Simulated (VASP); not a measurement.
Here is a VASP 6.6.1 calculation.

File INCAR:

```
SYSTEM = CoSi2
PREC = Accurate
ENCUT = 520
EDIFF = 1E-6
ISMEAR = -1
SIGMA = 0.05
LREAL = .False.
LASPH = .True.
NELM = 150
ALGO = Normal
ISIF = 2
LWAVE = .False.
LCHARG = .False.
ISPIN = 2
MAGMOM = 1 0 0
LORBIT = 11
NUPDOWN = 1.0
LMAXMIX = 4
GGA = PS
NBANDS = 20
```

KPOINTS

```
regular mesh
0
Gamma
  7 7 7
  0 0 0
```

POSCAR

```
CoSi2
1.0
    0.0000000000      2.6780000000      2.6780000000
    2.6780000000      0.0000000000      2.6780000000
    2.6780000000      2.6780000000      0.0000000000
Co Si
1 2
Direct
    0.0000000000      0.0000000000      0.0000000000
    0.7500000000      0.7500000000      0.7500000000
    0.2500000000      0.2500000000      0.2500000000
```

Potentials or basis: VASP PAW PBE potentials, release 64 (Co, Si).

Command:

```console
$ cat potpaw_PBE.64/Co/POTCAR potpaw_PBE.64/Si/POTCAR > POTCAR
$ mpirun -np 1 vasp_std > vasp.out
```

Q: Estimate the pressure.

A: -0.1 GPa.

Caveat: the PAW data sets were made with another functional, which shifts forces and pressure a little; the total moment is fixed, so each spin has its own Fermi level.
